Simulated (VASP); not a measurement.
A run of VASP 6.6.1 is set up as follows.

Contents of POSCAR:

```
Ge
1.0
    3.9357139709      0.0000000000      0.0000000000
   -1.9678569854      3.4084282808      0.0000000000
    0.0000000000      0.0000000000      6.8007922874
Ge
4
Direct
    0.6666666667      0.3333333333      0.0629814339
    0.3333333333      0.6666666667      0.5629814339
    0.6666666667      0.3333333333      0.4370185661
    0.3333333333      0.6666666667      0.9370185661
```

The input INCAR.step1:

```
PREC = Accurate
ENCUT = 520
ISMEAR = 0
SIGMA = 0.03
LREAL = F
LASPH = T
NELM = 60
NBANDS = 36
GGA = PE
ALGO = Normal
EDIFF = 1E-4
LWAVE = T
LCHARG = F
```

Contents of INCAR.step2:

```
PREC = Accurate
ENCUT = 520
EDIFF = 1E-6
ISMEAR = 0
SIGMA = 0.03
LREAL = F
LASPH = T
NELM = 60
ALGO = Normal
ISIF = 2
LWAVE = F
LCHARG = F
METAGGA = R2SCAN
LMIXTAU = T
NBANDS = 36
ISTART = 1
```

KPOINTS

```
regular mesh
0
Gamma
  12 12 6
```

Potentials or basis: VASP PAW PBE potentials, release 64 (Ge_d).

The run is started by

```sh
$ cat potpaw_PBE.64/Ge_d/POTCAR > POTCAR
$ cp INCAR.step1 INCAR
$ mpirun -np 1 vasp_std > vasp.out
$ cp INCAR.step2 INCAR
$ mpirun -np 1 vasp_std > vasp.out
```

(1) What does it give for the largest force?

(2) Predict the band gap on the k mesh.

Answers

(1) 0.346 eV/Å.

(2) zero (filled and empty bands touch).

Caveat: the cell differs from its parent crystal (strain -0.015 along x and y, +0.030 along z); the PAW data sets were made with another functional, which shifts forces and pressure a little.
